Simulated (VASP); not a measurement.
# Y in VASP: a series of runs

Aim: see how the results for Y move with the level of theory and the settings. Levels: PBE, PBEsol. Tasks: single point.

Program: VASP 6.6.1. These are calculated values, not measurements. Logs are shortened: lines on timing, memory, paths and dates and some standing lists are left out, and cuts for length are marked.

### 1 The cell of the first run

The cell holds a slab with vacuum, 5 atoms: a = 3.653 Å, b = 3.653 Å, c = 27.398 Å, α = 90.00°, β = 90.00°, γ = 120.00°.

### 2 Single point, PBE

INCAR

```
SYSTEM = Y
ALGO     = Normal         ! electronic algorithm
EDIFF    = 1E-6           ! SCF threshold, eV
ENCUT    = 520            ! plane-wave cutoff, eV
GGA      = PE             ! functional
ISIF     = 2              ! what is computed and relaxed
ISMEAR   = -1             ! smearing method
LASPH    = .TRUE.         ! aspherical terms in the spheres
LCHARG   = .FALSE.        ! write CHGCAR
LREAL    = .FALSE.        ! projectors in reciprocal space
LWAVE    = .FALSE.        ! write WAVECAR
NBANDS   = 36             ! bands
NELM     = 60             ! most SCF steps
PREC     = Accurate       ! precision mode
SIGMA    = 0.1            ! smearing width, eV
```

KPOINTS

```
k-points
0
G
  13 13 1
  0 0 0
```

POSCAR

```
Y
1.0
    3.6526183111      0.0000000000      0.0000000000
   -1.8263091556      3.1632602477      0.0000000000
    0.0000000000      0.0000000000     27.3984000000
Y
5
Direct
    0.0000000000      0.0000000000      0.2940745976
    0.3333333333      0.6666666667      0.3952323815
    0.0000000000      0.0000000000      0.5000000204
    0.3333333333      0.6666666667      0.6047675625
    0.0000000000      0.0000000000      0.7059254377
```

Potentials or basis: VASP PAW PBE potentials, release 64 (Y_sv).

The run is started by

```console
cat potpaw_PBE.64/Y_sv/POTCAR > POTCAR
mpirun -np 1 vasp_std > vasp.out
```

OUTCAR:

```text
SYSTEM = Y
   EDIFF = 1E-6
   ENCUT = 520
   GGA = PE
   ISIF = 2
   ISMEAR = -1
   LASPH = .TRUE.
   LREAL = .FALSE.
   NELM = 60
   PREC = Accurate

 ion  position               nearest neighbor table
   1  0.000  0.000  0.294-   2 3.48   2 3.48   2 3.48
   2  0.333  0.667  0.395-   1 3.48   1 3.48   1 3.48   3 3.56   3 3.56   3 3.56
   3  0.000  0.000  0.500-   4 3.56   4 3.56   4 3.56   2 3.56   2 3.56   2 3.56
   4  0.333  0.667  0.605-   5 3.48   5 3.48   5 3.48   3 3.56   3 3.56   3 3.56
   5  0.000  0.000  0.706-   4 3.48   4 3.48   4 3.48

  LATTYP: Found a hexagonal cell.
 ALAT       =     3.6526183111
 C/A-ratio  =     7.5010301286

  Lattice vectors:

 A1 = (   3.6526183111,   0.0000000000,   0.0000000000)
 A2 = (  -1.8263091556,   3.1632602477,   0.0000000000)
 A3 = (   0.0000000000,   0.0000000000,  27.3984000000)

Analysis of symmetry for initial positions (statically):
=====================================================================
 Subroutine PRICEL returns:
 Original cell was already a primitive cell.

 Routine SETGRP: Setting up the symmetry group for a
 hexagonal supercell.

 Subroutine GETGRP returns: Found 12 space group operations
 (whereof 12 operations were pure point group operations)
 out of a pool of 24 trial point group operations.

The static configuration has the point symmetry D_3h.

Analysis of symmetry for dynamics (positions and initial velocities):
=====================================================================
 Subroutine PRICEL returns:
 Original cell was already a primitive cell.

 Routine SETGRP: Setting up the symmetry group for a
 hexagonal supercell.

 Subroutine GETGRP returns: Found 12 space group operations
 (whereof 12 operations were pure point group operations)
 out of a pool of 24 trial point group operations.

The dynamic configuration has the point symmetry D_3h.

 Subroutine INISYM returns: Found 12 space group operations
 (whereof 12 operations are pure point group operations),
 and found     1 'primitive' translations

----------------------------------------------------------------------------------------

                                     Primitive cell

  volume of cell :     316.5661

  direct lattice vectors                    reciprocal lattice vectors
     3.652618311  0.000000000  0.000000000     0.273776211  0.158064769  0.000000000
    -1.826309156  3.163260248  0.000000000     0.000000000  0.316129538  0.000000000
     0.000000000  0.000000000 27.398400000     0.000000000  0.000000000  0.036498482

  length of vectors
     3.652618311  3.652618311 27.398400000     0.316129538  0.316129538  0.036498482

  position of ions in fractional coordinates (direct lattice)
     0.000000000  0.000000000  0.294074598
     0.333333333  0.666666667  0.395232382
     0.000000000  0.000000000  0.500000020
     0.333333333  0.666666667  0.604767563
     0.000000000  0.000000000  0.705925438

  ion indices of the primitive-cell ions
   primitive index   ion index
                 1           1
                 2           2
                 3           3
                 4           4
                 5           5

----------------------------------------------------------------------------------------

 KPOINTS: k-points

Automatic generation of k-mesh.
 Grid dimensions read from file:
 generate k-points for:   13   13    1

 Generating k-lattice:

  Cartesian coordinates                     Fractional coordinates (reciprocal lattice)
     0.021059709  0.012158828  0.000000000     0.076923077  0.000000000  0.000000000
     0.000000000  0.024317657  0.000000000     0.000000000  0.076923077  0.000000000
     0.000000000  0.000000000  0.036498482     0.000000000  0.000000000  1.000000000

  Length of vectors
     0.024317657  0.024317657  0.036498482

  Shift w.r.t. Gamma in fractional coordinates (k-lattice)
     0.000000000  0.000000000  0.000000000

 Subroutine IBZKPT returns following result:
 ===========================================

 Found     21 irreducible k-points:

 Following reciprocal coordinates:
            Coordinates               Weight
  0.000000  0.000000  0.000000      1.000000
  0.076923  0.000000  0.000000      6.000000
  0.153846  0.000000  0.000000      6.000000
  0.230769 -0.000000  0.000000      6.000000
  0.307692  0.000000  0.000000      6.000000
  0.384615  0.000000  0.000000      6.000000
[... 13 lines left out ...]
  0.384615  0.230769  0.000000      6.000000
  0.307692  0.307692  0.000000      6.000000
   k-points           NKPTS =     21   k-points in BZ     NKDIM =     21   number of bands    NBANDS=     36
   number of dos      NEDOS =    301   number of ions     NIONS =      5
   total plane-waves  NPLWV = 164640
   dimension x,y,z NGX =    28 NGY =   28 NGZ =  210
   dimension x,y,z NGXF=    56 NGYF=   56 NGZF=  420
   ions per type =               5
   NGX,Y,Z   is equivalent  to a cutoff of  12.74, 12.74, 12.74 a.u.
   NGXF,Y,Z  is equivalent  to a cutoff of  25.49, 25.49, 25.48 a.u.
 SYSTEM =  Y
   PREC   = accura    normal or accurate (medium, high low for compatibility)
   ISTART =      0    job   : 0-new  1-cont  2-samecut
   ICHARG =      2    charge: 1-file 2-atom 10-const
   ISPIN  =      1    spin polarized calculation?
   LNONCOLLINEAR =      F non collinear calculations
   LSORBIT =      F    spin-orbit coupling
   LASPH  =      T    aspherical Exc in radial PAW
   ENCUT  =  520.0 eV  38.22 Ry    6.18 a.u.   6.79  6.79 50.94*2*pi/ulx,y,z
   NELM   =     60;   NELMIN=  2; NELMDL= -5     # of ELM steps
   EDIFF  = 0.1E-05   stopping-criterion for ELM
   LREAL  =      F    real-space projection
[... 7 lines left out ...]
   TEBEG  =    0.0;   TEEND  =   0.0 temperature during run
   PSTRESS=    0.0 pullay stress
   NELECT =      55.0000    total number of electrons
   NUPDOWN=      -1.0000    fix difference up-down
   EMIN   =  10.00;   EMAX   =-10.00  energy-range for DOS
   EFERMI =   0.00;   METHOD = LEGACY
   ISMEAR =    -1;   SIGMA  =   0.10  broadening in eV -4-tet -1-fermi 0-gaus
   EFERMI_NEDOS =   21; number of points for ismear=-14 and -15
   IALGO  =     38    algorithm
   IMIX   =      4    mixing-type and parameters
     AMIX     =   0.40;   BMIX     =  1.00
     AMIX_MAG =   1.60;   BMIX_MAG =  1.00
  volume/ion in A,a.u.               =      63.31       427.26
  Fermi-wavevector in a.u.,A,eV,Ry     =   0.913498  1.726261 11.353770  0.834479
  Thomas-Fermi vector in A             =   2.038016
   LORBIT       =      0    0 simple, 1 ext, 2 COOP (PROOUT), +10 PAW based schemes
   GGA     = PE    functional components
   LHFCALC =     F    Hartree Fock is set to
   AEXX    =    0.0000 exact exchange contribution
   IVDW    =     0    specifies the selected vdW correction
   LEPSILON=     F    determine dielectric tensor
   LRPA    =     F    only Hartree local field effects (RPA)
 non-spin polarized calculation
  energy-cutoff  :      520.00
  volume of cell :      316.57
 maximum number of plane-waves:      8556
 NGX is ok and might be reduce to    28
   NGX = 13   NGY = 13   NGZ =101

 number of electron      55.0000000 magnetization

 Free energy of the ion-electron system (eV)
  ---------------------------------------------------
  ext. energy  EPLUGINS =         0.00000000
  ---------------------------------------------------
  free energy    TOTEN  =       -30.90570502 eV

  energy without entropy =      -30.54234355  energy(sigma->0) =      -30.72402429

 E-fermi :   0.0781     XC(G=0):  -5.5781

 val. band max:        0.0750227799   @ k =   0.2308   0.1538   0.0000
 cond. band min:       0.0836339900   @ k =   0.3846   0.0769   0.0000
 fundamental gap:      0.0086112101
 Fermi energy:         0.0781406677

 k-point     1 :       0.0000    0.0000    0.0000
  band No.  band energies     occupation
      1     -43.0284      2.00000
      2     -43.0283      2.00000
      3     -42.6294      2.00000
      4     -42.4553      2.00000
      5     -42.4517      2.00000
      6     -23.1196      2.00000
[... 28 lines left out ...]
     35       1.7523      0.00000
     36       1.7523      0.00000

 k-point     2 :       0.0769    0.0000    0.0000
  band No.  band energies     occupation
      1     -43.0265      2.00000
      2     -43.0264      2.00000
      3     -42.6273      2.00000
      4     -42.4534      2.00000
      5     -42.4500      2.00000
      6     -23.1147      2.00000
[... 28 lines left out ...]
     35       1.7226      0.00000
     36       1.8626      0.00000

 k-point     3 :       0.1538    0.0000    0.0000
  band No.  band energies     occupation
      1     -43.0211      2.00000
      2     -43.0210      2.00000
      3     -42.6215      2.00000
      4     -42.4482      2.00000
      5     -42.4452      2.00000
      6     -23.1016      2.00000
[... 28 lines left out ...]
     35       1.9484      0.00000
     36       1.9676      0.00000

 k-point     4 :       0.2308   -0.0000    0.0000
  band No.  band energies     occupation
      1     -43.0135      2.00000
      2     -43.0134      2.00000
      3     -42.6133      2.00000
      4     -42.4408      2.00000
      5     -42.4386      2.00000
      6     -23.0842      2.00000
[... 28 lines left out ...]
     35       1.7364      0.00000
     36       2.0977      0.00000

 k-point     5 :       0.3077    0.0000    0.0000
  band No.  band energies     occupation
      1     -43.0054      2.00000
      2     -43.0053      2.00000
      3     -42.6045      2.00000
      4     -42.4329      2.00000
      5     -42.4315      2.00000
      6     -23.0717      2.00000
[... 538 lines left out ...]
 k-point    19 :       0.3077    0.2308    0.0000
  band No.  band energies     occupation
      1     -42.9927      2.00000
      2     -42.9926      2.00000
      3     -42.5907      2.00000
      4     -42.4205      2.00000
      5     -42.4203      2.00000
      6     -23.0998      2.00000
[... 28 lines left out ...]
     35       1.2248      0.00002
     36       1.3388      0.00001

 k-point    20 :       0.3846    0.2308    0.0000
  band No.  band energies     occupation
      1     -42.9912      2.00000
      2     -42.9911      2.00000
      3     -42.5891      2.00000
      4     -42.4191      2.00000
      5     -42.4190      2.00000
      6     -23.1034      2.00000
[... 28 lines left out ...]
     35       1.1234      0.00006
     36       1.2367      0.00002

 k-point    21 :       0.3077    0.3077    0.0000
  band No.  band energies     occupation
      1     -42.9905      2.00000
      2     -42.9904      2.00000
      3     -42.5883      2.00000
      4     -42.4184      2.00000
      5     -42.4184      2.00000
      6     -23.0761      2.00000
[... 28 lines left out ...]
     35       0.9592      0.00030
     36       1.1049      0.00007

------------------------ aborting loop because EDIFF is reached ----------------------------------------

  FORCE on cell =-STRESS in cart. coord.  units (eV):
  Direction    XX          YY          ZZ          XY          YZ          ZX
  --------------------------------------------------------------------------------------
  -------------------------------------------------------------------------------------
  Total       -1.1819370     -1.1819370     -0.0774564      0.0000000      0.0000000     -0.0000000
  in kB       -5.9819187     -5.9819187     -0.3920159      0.0000000      0.0000000     -0.0000000
  external PRESSURE =      -4.1186178 kB  Pullay stress =       0.0000000 kB

 VOLUME and BASIS-vectors are now :
 -----------------------------------------------------------------------------
  energy-cutoff  :      520.00
  volume of cell :      316.57
      direct lattice vectors                 reciprocal lattice vectors
     3.652618311  0.000000000  0.000000000     0.273776211  0.158064769  0.000000000
    -1.826309156  3.163260248  0.000000000     0.000000000  0.316129538  0.000000000
     0.000000000  0.000000000 27.398400000     0.000000000  0.000000000  0.036498482

 POSITION                                       TOTAL-FORCE (eV/Angst)
 -----------------------------------------------------------------------------------
      0.00000      0.00000      8.05717         0.000000      0.000000      0.006903
     -0.00000      2.10884     10.82873        -0.000000     -0.000000     -0.001973
      0.00000      0.00000     13.69920         0.000000     -0.000000      0.000000
     -0.00000      2.10884     16.56966        -0.000000     -0.000000      0.001973
      0.00000      0.00000     19.34123         0.000000      0.000000     -0.006903
 -----------------------------------------------------------------------------------
    total drift:                                0.000000     -0.000000      0.000014

  FREE ENERGIE OF THE ION-ELECTRON SYSTEM (eV)
  ---------------------------------------------------
  free  energy   TOTEN  =       -30.9057050183 eV

  energy  without entropy=      -30.5423435543  energy(sigma->0) =      -30.72402429
```

Wall time 5.2 min (1 thread of Intel Xeon 6975P-C (Granite Rapids), shared host); peak memory 0.48 GiB.

Results:

* Free energy: -30.9057 eV
* Largest force: 0.007 eV/Å
* Band gap on the k mesh: zero (an odd number of electrons rules out a gap without spin polarisation)

Forces in eV/Å, atoms in the order of the input:
```
Y    0.000  0.000  0.007
Y    0.000  0.000 -0.002
Y    0.000  0.000  0.000
Y    0.000  0.000  0.002
Y    0.000  0.000 -0.007
```

Caveat: there is no dipole correction, which matters where the two faces differ.

[end of part 1 of 2]
